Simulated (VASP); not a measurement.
# GaN (Imm2) in VASP: notebook, part 3 of 3

VASP 6.6.1. The steps go on from the part before.

## 5. Single point, PBEsol (strained cell)

File INCAR:

```
SYSTEM = GaN
ALGO     = Normal         ! electronic algorithm
EDIFF    = 1E-6           ! SCF threshold, eV
ENCUT    = 600            ! plane-wave cutoff, eV
GGA      = PS             ! functional
GGA_COMPAT= .False.      
ISIF     = 2              ! what is computed and relaxed
ISMEAR   = 0              ! smearing method
LASPH    = .True.         ! aspherical terms in the spheres
LCHARG   = .False.        ! write CHGCAR
LREAL    = .False.        ! projectors in reciprocal space
LWAVE    = .False.        ! write WAVECAR
NBANDS   = 16             ! bands
NELM     = 120            ! most SCF steps
PREC     = Accurate       ! precision mode
SIGMA    = 0.02           ! smearing width, eV
```

File KPOINTS:

```
k-points
0
Gamma
  10 10 10
  0 0 0
```

File POSCAR:

```
GaN
1.0
   -0.0102564444      2.2369158815      2.2620073097
    2.2369158815     -0.0102564444      2.2620073097
    2.2266594371      2.2266594371      0.0000000000
Ga N
1 1
Direct
   -0.0007005345     -0.0007005345      0.0007005345
    0.2507005345      0.2507005345      0.2492994655
```

Potentials or basis: VASP PAW PBE potentials, release 64 (Ga_d, N).

Run with:

```bash
$ cat potpaw_PBE.64/Ga_d/POTCAR potpaw_PBE.64/N/POTCAR > POTCAR
$ mpirun -np 1 vasp_std > vasp.out
```

OUTCAR:

```text
SYSTEM = GaN
   EDIFF = 1E-6
   ENCUT = 600
   GGA = PS
   ISIF = 2
   ISMEAR = 0
   LASPH = .True.
   LREAL = .False.
   NELM = 120
   PREC = Accurate

 ion  position               nearest neighbor table
   1  0.999  0.999  0.001-   2 1.94   2 1.94   2 1.95   2 1.95
   2  0.251  0.251  0.249-   1 1.94   1 1.94   1 1.95   1 1.95

  LATTYP: Found a body centered orthorhombic cell.
 ALAT       =     3.1489719747
 B/A-ratio  =     1.0092124051
 C/A-ratio  =     1.4366639829

  Lattice vectors:

 A1 = (  -2.2369158815,   0.0102564444,   2.2620073097)
 A2 = (   2.2369158815,  -0.0102564444,   2.2620073097)
 A3 = (  -0.0102564444,   2.2369158815,  -2.2620073097)

Analysis of symmetry for initial positions (statically):
=====================================================================
 Subroutine PRICEL returns:
 Original cell was already a primitive cell.

 Routine SETGRP: Setting up the symmetry group for a
 body centered orthorhombic supercell.

 Subroutine GETGRP returns: Found  4 space group operations
 (whereof  4 operations were pure point group operations)
 out of a pool of  8 trial point group operations.

[... 157 lines left out ...]
  ext. energy  EPLUGINS =         0.00000000
  ---------------------------------------------------
  free energy    TOTEN  =       -13.12236594 eV

  energy without entropy =      -13.12236594  energy(sigma->0) =      -13.12236594

 E-fermi :   5.4633     XC(G=0): -11.9616

 val. band max:        5.3202169368   @ k =   0.0000   0.0000   0.0000
 cond. band min:       7.0216986300   @ k =   0.0000   0.0000   0.0000
 fundamental gap:      1.7014816933
 Fermi energy:         5.4632799419

 k-point     1 :       0.0000    0.0000    0.0000
  band No.  band energies     occupation
      1     -10.7577      2.00000
      2      -8.1523      2.00000
      3      -8.1416      2.00000
      4      -8.1381      2.00000
      5      -7.8081      2.00000
      6      -7.8071      2.00000
[... 433 lines left out ...]
      3      -7.9076      2.00000
      4      -7.9059      2.00000
      5      -7.7469      2.00000
      6      -6.9347      2.00000
[... 8 lines left out ...]
     15      27.6784      0.00000
     16      27.8508      0.00000

 [... further k-points ...]
[... 5 lines left out ...]
  --------------------------------------------------------------------------------------
  -------------------------------------------------------------------------------------
  Total        0.1475078      0.1475078     -0.0541312      0.2005508      0.0000000      0.0000000
  in kB       10.4402608     10.4402608     -3.8312794     14.1945196      0.0000000      0.0000000
  external PRESSURE =       5.6830807 kB  Pullay stress =       0.0000000 kB

 VOLUME and BASIS-vectors are now :
 -----------------------------------------------------------------------------
  energy-cutoff  :      600.00
  volume of cell :       22.64
      direct lattice vectors                 reciprocal lattice vectors
    -0.010256444  2.236915881  2.262007310    -0.222501850  0.222501850  0.221042610
     2.236915881 -0.010256444  2.262007310     0.222501850 -0.222501850  0.221042610
     2.226659437  2.226659437  0.000000000     0.224551627  0.224551627 -0.221042610

 POSITION                                       TOTAL-FORCE (eV/Angst)
 -----------------------------------------------------------------------------------
      2.22666      2.22666      4.52085        -0.000000     -0.000000      0.000909
      1.11333      1.11333      1.13417         0.000000      0.000000     -0.000909
 -----------------------------------------------------------------------------------
    total drift:                               -0.000000     -0.000000      0.000001

  FREE ENERGIE OF THE ION-ELECTRON SYSTEM (eV)
  ---------------------------------------------------
  free  energy   TOTEN  =       -13.1223659358 eV

  energy  without entropy=      -13.1223659358  energy(sigma->0) =      -13.12236594
```

Run time: 1.9 min. Hardware: 1 thread of Intel Xeon 8259CL, shared host; peak memory 0.22 GiB.

What came out:

| Item | Value |
| --- | --- |
| Free energy | -13.1224 eV |
| Pressure | 0.6 GPa |
| Band gap on the k mesh | 1.70 eV |

Levels at points of the mesh, in eV from the valence-band top:
| k point | band 5 | band 6 | band 7 | band 8 | band 9 | band 10 | band 11 | band 12 | band 13 | band 14 |
| --- | --- | --- | --- | --- | --- | --- | --- | --- | --- | --- |
| (0.00, 0.00, 0.00) | -13.13 | -13.13 | -0.09 | -0.06 | 0.00 | 1.70 | 10.11 | 10.24 | 10.32 | 17.48 |
| (0.50, 0.00, 0.00) | -13.08 | -11.89 | -7.26 | -1.08 | -0.96 | 4.62 | 8.62 | 10.23 | 10.43 | 15.51 |
| (0.50, 0.50, 0.00) | -13.05 | -11.49 | -6.36 | -2.83 | -2.70 | 3.22 | 6.70 | 11.50 | 13.94 | 14.03 |
| (0.00, 0.00, 0.50) | -13.07 | -11.86 | -7.22 | -1.09 | -1.04 | 4.54 | 8.65 | 10.16 | 10.29 | 15.45 |
| (0.50, 0.00, 0.50) | -13.05 | -11.43 | -6.23 | -2.85 | -2.85 | 3.15 | 6.52 | 11.65 | 13.79 | 14.06 |

Caveat: the cell differs from its parent crystal (strained cell); the PAW data sets were made with another functional, which shifts forces and pressure a little.

## 6. Single point, PBEsol (strained cell)

File INCAR:

```
PREC     = Accurate       # precision mode
ENCUT    = 600            # plane-wave cutoff, eV
EDIFF    = 1E-6           # SCF threshold, eV
ISMEAR   = 0              # smearing method
SIGMA    = 0.02           # smearing width, eV
LREAL    = F              # projectors in reciprocal space
LASPH    = T              # aspherical terms in the spheres
NELM     = 120            # most SCF steps
ALGO     = Normal         # electronic algorithm
ISIF     = 2              # what is computed and relaxed
LWAVE    = F              # write WAVECAR
LCHARG   = T              # write CHGCAR
GGA      = PS             # functional
LELF     = T              # ELF
LVHAR    = T            
NBANDS   = 16             # bands
GGA_COMPAT= F
```

File KPOINTS:

```
regular mesh
0
Gamma
  10 10 10
```

File POSCAR:

```
GaN
1.0
   -0.0103305340      2.2369899711      2.2621437425
    2.2369899711     -0.0103305340      2.2621437425
    2.2266594371      2.2266594371      0.0000000000
Ga N
1 1
Direct
   -0.0007005345     -0.0007005345      0.0007005345
    0.2507005345      0.2507005345      0.2492994655
```

Potentials or basis: VASP PAW PBE potentials, release 64 (Ga_d, N).

Run with:

```bash
$ cat potpaw_PBE.64/Ga_d/POTCAR potpaw_PBE.64/N/POTCAR > POTCAR
$ mpirun -np 1 vasp_std > vasp.out
```

OUTCAR:

```text
PREC = Accurate
   ENCUT = 600
   EDIFF = 1E-6
   ISMEAR = 0
   LREAL = F
   LASPH = T
   NELM = 120
   ISIF = 2
   GGA = PS

 ion  position               nearest neighbor table
   1  0.999  0.999  0.001-   2 1.94   2 1.94   2 1.95   2 1.95
   2  0.251  0.251  0.249-   1 1.94   1 1.94   1 1.95   1 1.95

  LATTYP: Found a body centered orthorhombic cell.
 ALAT       =     3.1489719747
 B/A-ratio  =     1.0092789529
 C/A-ratio  =     1.4367506352

  Lattice vectors:

 A1 = (  -2.2369899711,   0.0103305340,   2.2621437425)
 A2 = (   2.2369899711,  -0.0103305340,   2.2621437425)
 A3 = (  -0.0103305340,   2.2369899711,  -2.2621437425)

Analysis of symmetry for initial positions (statically):
=====================================================================
 Subroutine PRICEL returns:
 Original cell was already a primitive cell.

 Routine SETGRP: Setting up the symmetry group for a
 body centered orthorhombic supercell.

 Subroutine GETGRP returns: Found  4 space group operations
 (whereof  4 operations were pure point group operations)
 out of a pool of  8 trial point group operations.

The static configuration has the point symmetry C_2v.

Analysis of symmetry for dynamics (positions and initial velocities):
=====================================================================
 Subroutine PRICEL returns:
 Original cell was already a primitive cell.

 Routine SETGRP: Setting up the symmetry group for a
 body centered orthorhombic supercell.

 Subroutine GETGRP returns: Found  4 space group operations
 (whereof  4 operations were pure point group operations)
 out of a pool of  8 trial point group operations.

The dynamic configuration has the point symmetry C_2v.

 Subroutine INISYM returns: Found  4 space group operations
 (whereof  4 operations are pure point group operations),
 and found     1 'primitive' translations

[... 105 lines left out ...]
   NELECT =      18.0000    total number of electrons
   NUPDOWN=      -1.0000    fix difference up-down
   EMIN   =  10.00;   EMAX   =-10.00  energy-range for DOS
   EFERMI =   0.00;   METHOD = LEGACY
   ISMEAR =     0;   SIGMA  =   0.02  broadening in eV -4-tet -1-fermi 0-gaus
   EFERMI_NEDOS =   21; number of points for ismear=-14 and -15
   IALGO  =     38    algorithm
   IMIX   =      4    mixing-type and parameters
     AMIX     =   0.40;   BMIX     =  1.00
     AMIX_MAG =   1.60;   BMIX_MAG =  1.00
  volume/ion in A,a.u.               =      11.32        76.39
  Fermi-wavevector in a.u.,A,eV,Ry     =   1.516617  2.865991 31.295141  2.300128
  Thomas-Fermi vector in A             =   2.625983
   LORBIT       =      0    0 simple, 1 ext, 2 COOP (PROOUT), +10 PAW based schemes
   GGA     = PS    functional components
   LHFCALC =     F    Hartree Fock is set to
   AEXX    =    0.0000 exact exchange contribution
   IVDW    =     0    specifies the selected vdW correction
   LEPSILON=     F    determine dielectric tensor
   LRPA    =     F    only Hartree local field effects (RPA)
 non-spin polarized calculation
 Gauss-broadening in eV      SIGMA  =   0.02
  energy-cutoff  :      600.00
  volume of cell :       22.64
 maximum number of plane-waves:       770
 NGX is ok and might be reduce to    28
   NGX = 13   NGY = 13   NGZ = 13

 number of electron      18.0000004 magnetization

 Free energy of the ion-electron system (eV)
  ---------------------------------------------------
  ext. energy  EPLUGINS =         0.00000000
  ---------------------------------------------------
  free energy    TOTEN  =       -13.12236205 eV

  energy without entropy =      -13.12236205  energy(sigma->0) =      -13.12236205

 E-fermi :   5.4622     XC(G=0): -11.9609

 val. band max:        5.3190075101   @ k =   0.0000   0.0000   0.0000
 cond. band min:       7.0194708615   @ k =   0.0000   0.0000   0.0000
 fundamental gap:      1.7004633514
 Fermi energy:         5.4622028221

 k-point     1 :       0.0000    0.0000    0.0000
  band No.  band energies     occupation
      1     -10.7580      2.00000
      2      -8.1536      2.00000
      3      -8.1429      2.00000
      4      -8.1394      2.00000
      5      -7.8095      2.00000
      6      -7.8085      2.00000
[... 433 lines left out ...]
      3      -7.9090      2.00000
      4      -7.9072      2.00000
      5      -7.7484      2.00000
      6      -6.9361      2.00000
[... 8 lines left out ...]
     15      27.6749      0.00000
     16      27.8484      0.00000

 [... further k-points ...]
[... 5 lines left out ...]
  --------------------------------------------------------------------------------------
  -------------------------------------------------------------------------------------
  Total        0.1442807      0.1442807     -0.0579231      0.2023525      0.0000000      0.0000000
  in kB       10.2105643     10.2105643     -4.0991464     14.3202383      0.0000000      0.0000000
  external PRESSURE =       5.4406607 kB  Pullay stress =       0.0000000 kB

 VOLUME and BASIS-vectors are now :
 -----------------------------------------------------------------------------
  energy-cutoff  :      600.00
  volume of cell :       22.64
      direct lattice vectors                 reciprocal lattice vectors
    -0.010330534  2.236989971  2.262143743    -0.222487179  0.222487179  0.221029279
     2.236989971 -0.010330534  2.262143743     0.222487179 -0.222487179  0.221029279
     2.226659437  2.226659437  0.000000000     0.224551627  0.224551627 -0.221029279

 POSITION                                       TOTAL-FORCE (eV/Angst)
 -----------------------------------------------------------------------------------
      2.22666      2.22666      4.52112        -0.000000     -0.000000      0.000387
      1.11333      1.11333      1.13424         0.000000      0.000000     -0.000387
 -----------------------------------------------------------------------------------
    total drift:                               -0.000000     -0.000000     -0.000000

  FREE ENERGIE OF THE ION-ELECTRON SYSTEM (eV)
  ---------------------------------------------------
  free  energy   TOTEN  =       -13.1223620532 eV

  energy  without entropy=      -13.1223620532  energy(sigma->0) =      -13.12236205
```

OSZICAR:

```text
N       E                     dE             d eps       ncg     rms          rms(c)
DAV:   1     0.871290241085E+02    0.87129E+02   -0.10022E+04  6096   0.220E+03
DAV:   2    -0.850804703820E+01   -0.95637E+02   -0.88719E+02  6328   0.351E+02
DAV:   3    -0.148707978519E+02   -0.63628E+01   -0.63355E+01  6440   0.766E+01
DAV:   4    -0.149470191928E+02   -0.76221E-01   -0.76206E-01  6904   0.902E+00
DAV:   5    -0.149479891764E+02   -0.96998E-03   -0.96998E-03  6528   0.923E-01    0.723E+00
DAV:   6    -0.131519574125E+02    0.17960E+01   -0.42424E+00  8368   0.400E+01    0.264E+00
DAV:   7    -0.131419213407E+02    0.10036E-01   -0.28484E-01  5824   0.577E+00    0.169E+00
DAV:   8    -0.131254653152E+02    0.16456E-01   -0.51554E-02  7088   0.271E+00    0.662E-01
DAV:   9    -0.131222961182E+02    0.31692E-02   -0.11864E-02  8128   0.240E+00    0.166E-01
DAV:  10    -0.131223966875E+02   -0.10057E-03   -0.11787E-03  6544   0.493E-01    0.733E-02
DAV:  11    -0.131223601199E+02    0.36568E-04   -0.14152E-04  8504   0.186E-01    0.750E-03
DAV:  12    -0.131223621231E+02   -0.20032E-05   -0.12705E-05  6360   0.445E-02    0.451E-03
DAV:  13    -0.131223620532E+02    0.69918E-07   -0.42032E-07  4168   0.102E-02
   1 F= -.13122362E+02 E0= -.13122362E+02  d E =-.615950E-27
```

stdout:

```text
POSCAR found type information on POSCAR GaN
 POSCAR found :  2 types and       2 ions
 scaLAPACK will be used
 -----------------------------------------------------------------------------
|                                                                             |
|                                                                             |
|     You enforced a specific xc type in the INCAR file but a different       |
|     I HOPE YOU KNOW WHAT YOU ARE DOING!                                     |
|                                                                             |
 -----------------------------------------------------------------------------

 LDA part: xc-table for (Slater+PW92), standard interpolation
 POSCAR, INCAR and KPOINTS ok, starting setup
 FFT: planning ... GRIDC
 FFT: planning ... GRID_SOFT
 FFT: planning ... GRID
 WAVECAR not read
 entering main loop
```

It took 1.9 min on 1 thread of Intel Xeon 8259CL, shared host; peak memory 0.22 GiB.

What came out:

| Quantity | Value |
| --- | --- |
| Free energy | -13.1224 eV |
| Pressure | 0.5 GPa |
| Band gap on the k mesh | 1.70 eV |

Stress tensor (GPa, compression positive):
```
 1.02  1.43  0.00
 1.43  1.02  0.00
 0.00  0.00 -0.41
```

Levels at points of the mesh, in eV from the valence-band top:
| k point | band 5 | band 6 | band 7 | band 8 | band 9 | band 10 | band 11 | band 12 | band 13 | band 14 |
| --- | --- | --- | --- | --- | --- | --- | --- | --- | --- | --- |
| (0.00, 0.00, 0.00) | -13.13 | -13.13 | -0.09 | -0.06 | 0.00 | 1.70 | 10.11 | 10.24 | 10.32 | 17.48 |
| (0.50, 0.00, 0.00) | -13.08 | -11.89 | -7.26 | -1.08 | -0.96 | 4.62 | 8.62 | 10.23 | 10.43 | 15.50 |
| (0.50, 0.50, 0.00) | -13.05 | -11.49 | -6.36 | -2.83 | -2.70 | 3.22 | 6.70 | 11.50 | 13.94 | 14.02 |
| (0.00, 0.00, 0.50) | -13.07 | -11.86 | -7.22 | -1.09 | -1.04 | 4.54 | 8.65 | 10.16 | 10.29 | 15.45 |
| (0.50, 0.00, 0.50) | -13.05 | -11.43 | -6.23 | -2.85 | -2.85 | 3.15 | 6.51 | 11.65 | 13.79 | 14.06 |

Caveat: the cell differs from its parent crystal (strained cell); the PAW data sets were made with another functional, which shifts forces and pressure a little.

## 7. Overview

| cell | gap on the mesh (eV) | pressure (GPa) |
| --- | --- | --- |
| a = 3.179, b = 3.179, c = 3.149 Å, angles 60.3, 60.3, 60.2°, 2 atoms | 1.70 | 0.5 |
| a = 3.179, b = 3.179, c = 3.149 Å, angles 60.3, 60.3, 59.9°, 2 atoms | 1.72 | 0.9 |
| a = 3.184, b = 3.184, c = 3.149 Å, angles 60.4, 60.4, 60.0°, 2 atoms | 1.68 | 0.1 |
| a = 3.181, b = 3.181, c = 3.149 Å, angles 60.3, 60.3, 59.9°, 2 atoms | 1.70 | 0.5 |

Alike in all rows: task single point; level PBEsol; potentials or basis VASP PAW PBE potentials, release 64 (Ga_d, N); no spin polarisation; k mesh 10 × 10 × 10; cutoff (eV) 600; smearing gaussian 0.02 eV.

Caveats: the PAW data sets were made with another functional, which shifts forces and pressure a little.

Total energies depend on the potentials used, so only differences within one code and one set of settings carry meaning.
